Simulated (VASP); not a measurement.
## Ni: relaxation of volume and atoms at fixed shape with PBEsol

Ni:

```xyz
1
Lattice="0.0000 1.7620 1.7620 1.7620 0.0000 1.7620 1.7620 1.7620 0.0000" Properties=species:S:1:pos:R:3 pbc="T T T"
Ni    0.0000    0.0000    0.0000
```

- Program: VASP 6.6.1
- Task: relaxation of volume and atoms at fixed shape
- Functional: PBEsol
- Potentials or basis: VASP PAW PBE potentials, release 64 (Ni)
- Cutoff: 600 eV
- k mesh: 18 × 18 × 18
- Occupations: methfessel-paxton, width 0.1 eV
- Spin: collinear spin, ferromagnetic start
- Starting moments: [0.65] μB
- Dipole correction: no
- Further INCAR settings: ALGO = Normal; EDIFF = 1e-06; IBRION = 2; EDIFFG = -0.02; NSW = 80; ISIF = 8

The relaxed volume is 10.37 Å³/atom, the relaxed cell is a = 2.448 Å, b = 2.448 Å, c = 2.448 Å, α = 60.00°, β = 60.00°, γ = 60.00° and the space group after relaxing (to 0.1 Å) is Fm-3m (No. 225). The energy gained by relaxing is 20.5 meV/atom, the ionic steps are 3 and the pressure after relaxing is -0.1 GPa. The net moment is 0.61 μB per cell. The site moments are Ni +0.62 μB and the valence electrons inside the program's atomic spheres are Ni 9.40.

The path:
```tsv
step	energy change (eV)	largest force (eV/Å)	pressure (GPa)	volume (Å³)
1	0.0000	0.0000	-10.85	10.94
2	0.0034	0.0000	14.55	9.81
3	-0.0205	0.0000	-0.14	10.37
```

Final structure:
```
Ni
1.0
     0.00000    1.73092    1.73092
     1.73092    0.00000    1.73092
     1.73092    1.73092    0.00000
Ni
1
Direct
  0.00000 0.00000 0.00000
```

Levels at points of the mesh, in eV from the Fermi level:
Spin up:
| k point | band 2 | band 3 | band 4 | band 5 | band 6 | band 7 | band 8 | band 9 |
| --- | --- | --- | --- | --- | --- | --- | --- | --- |
| (0.00, 0.00, 0.00) | -2.55 | -2.55 | -2.55 | -1.29 | -1.29 | 24.10 | 28.32 | 28.32 |
| (0.50, 0.00, 0.00) | -2.54 | -2.54 | -0.57 | -0.57 | -0.43 | 5.99 | 22.57 | 25.45 |
| (0.50, 0.50, 0.00) | -4.46 | -0.52 | -0.43 | -0.43 | 2.42 | 9.63 | 15.21 | 15.21 |
Spin down:
```csv
k point,band 3,band 4,band 5,band 6,band 7,band 8
"(0.00, 0.00, 0.00)",-1.84,-1.84,-0.70,-0.70,24.00,28.31
"(0.50, 0.00, 0.00)",-1.94,-0.46,0.16,0.16,6.41,22.47
"(0.50, 0.50, 0.00)",0.09,0.39,0.39,2.41,9.89,15.24
```

Wall time 39 s on 1 thread of Intel(R) Xeon(R) 6975P-C (Granite Rapids) (shared host), peak memory 0.17 GiB.

Caveat: the PAW data sets were made with another functional, which shifts forces and pressure a little.
